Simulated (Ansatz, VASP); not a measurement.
## One calculation of PtSe, two programs

POSCAR

```
PtSe
1.0
    3.7018703300      0.0000000000      0.0000000000
   -1.8509351600      3.2059137500      0.0000000000
    0.0000000000      0.0000000000      3.6128420300
Pt Se
1 1
Direct
    0.0000000000      0.0000000000      0.0000000000
    0.6666666667      0.3333333333      0.5000000000
```

The input INCAR.step1:

```
  PREC = Accurate
  ENCUT = 400
  EDIFF = 1E-5
  ISMEAR = -1
  SIGMA = 0.05
  LREAL = False
  LASPH = True
  NELM = 120
  ALGO = Normal
  ISIF = 2
  LWAVE = True
  NBANDS = 15
  GGA = PE
  GGA_COMPAT = False
```

The input INCAR.step2:

```
  PREC = Accurate
  ENCUT = 400
  EDIFF = 1E-6
  ISMEAR = -1
  SIGMA = 0.05
  LREAL = False
  LASPH = True
  NELM = 120
  ALGO = Normal
  ISIF = 2
  LWAVE = False
  LCHARG = True
  GGA = PS
  LHFCALC = True
  AEXX = 0.25
  HFSCREEN = 0.207
  PRECFOCK = Normal
  LELF = True
  LVHAR = True
  NBANDS = 15
  ISTART = 1
  GGA_COMPAT = False
```

File KPOINTS:

```
Automatic mesh
0
Gamma
  4 4 4
```

input

```
crystal:
  lattice:
    - [3.70187033, 0.0, 0.0]
    - [-1.85093516, 3.20591375, 0.0]
    - [0.0, 0.0, 3.61284203]
  atoms:
    - { symbol: Pt, position: [0.0, 0.0, 0.0] }
    - { symbol: Se, position: [0.6666666667, 0.3333333333, 0.5] }
hamiltonian:
  xc:
    exchange: hjs_pbesol
    correlation: pbesol
    exx: { coeff: 0.25, omega: 0.207 }
  pseudopotentials: { kind: paw }
kpoints:
  mp_grid: { grid: [4, 4, 4] }
  band_path:
    path:
      - [[0.0, 0.0, 0.0], [0.5, 0.0, 0.0], [0.3333333333, 0.3333333333, 0.0], [0.0, 0.0, 0.0], [0.0, 0.0, 0.5], [0.5, 0.0, 0.5], [0.3333333333, 0.3333333333, 0.5], [0.0, 0.0, 0.5]]
      - [[0.5, 0.0, 0.5], [0.5, 0.0, 0.0]]
      - [[0.3333333333, 0.3333333333, 0.0], [0.3333333333, 0.3333333333, 0.5]]
    npoints: 4
scf:
  occupations: { method: fermi_dirac, width: 0.05 }
  n_extra_bands: 6
output:
  forces: true
  stress: true
  eigenvalues: true
  fatbands: false
```

Alike in both runs: functional PBEsol-based screened hybrid with a share of 0.25 of exact exchange and HFSCREEN = 0.207; k mesh 4 × 4 × 4; occupations fermi-dirac, width 0.05 eV; no spin polarisation.

```csv
,VASP,Ansatz
version,VASP 6.6.1,Ansatz 0.2.0
potentials or method,"VASP PAW PBE potentials, release 64 (Pt, Se)",Ansatz PAW
plane-wave cutoff (eV),400,420
valence electrons in the cell,16,34
task,single point,band structure
```

```tsv
	VASP	Ansatz	Ansatz less VASP
gap on the k mesh at the Fermi level (eV)	none	none	-
pressure (GPa)	-18.5	-18.4	+0.13
traceless stress, the component that is largest in VASP (GPa)	-4.19	-4.17	+0.016
```

VASP's potentials were made for PBE, not for PBEsol-based screened hybrid. A gap of «none» marks a metal or a gap that the smearing closes. VASP's potentials hold 16 valence electrons a cell and Ansatz's 34, so a difference there can come from the potentials and not from the codes.

The k mesh is coarse, so the values compare programs but aren't converged. Neither program's run includes spin-orbit coupling.
